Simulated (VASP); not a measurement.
Here is a VASP 6.6.1 calculation.

Contents of INCAR:

```
  PREC = Accurate
  ENCUT = 520
  EDIFF = 1E-6
  ISMEAR = 0
  SIGMA = 0.05
  LREAL = False
  LASPH = True
  NELM = 80
  ALGO = Normal
  ISIF = 2
  LWAVE = False
  LCHARG = True
  LDIPOL = True
  IDIPOL = 3
  DIPOL = 0.5 0.5 0.500
  GGA = PS
  LELF = True
  LVHAR = True
  LVACPOTAV = True
  NBANDS = 36
```

File KPOINTS:

```
regular mesh
0
Gamma
  8 6 1
```

The input POSCAR:

```
InP
1.0
    4.1565024020      0.0000000000      0.0000000000
    0.0000000000      5.8781820690      0.0000000000
    0.0000000000      0.0000000000     19.1565024020
In P
3 3
Direct
    0.5000000000      0.5351845315      0.4099795833
    0.0000000000     -0.0429811615      0.5000126479
    0.5000000000      0.5351625704      0.5900171249
    0.0000000000      0.7538178834      0.3796304100
    0.5000000000      0.2150300725      0.4999944685
    0.0000000000      0.7537861037      0.6203657653
```

Potentials or basis: VASP PAW PBE potentials, release 64 (In_d, P).

Launch:

```sh
$ cat potpaw_PBE.64/In_d/POTCAR potpaw_PBE.64/P/POTCAR > POTCAR
$ mpirun -np 1 vasp_std > vasp.out
```

Q: Estimate the largest force.

A: 0.008 eV/Å.

Q: What does it give for the band gap on the k mesh?

A: 0.54 eV (least direct gap 1.06 eV).

Forces on the atoms (eV/Å):
```
In   0.000  0.007  0.004
In   0.000 -0.006 -0.002
In   0.000  0.006 -0.005
P    0.000 -0.003 -0.001
P    0.000 -0.001  0.000
P    0.000 -0.003  0.004
```

Caveat: semilocal functionals underestimate gaps, and a narrow one can read as zero; the PAW data sets were made with another functional, which shifts forces and pressure a little; spin-orbit coupling is left out, which moves the levels of the heavy elements.
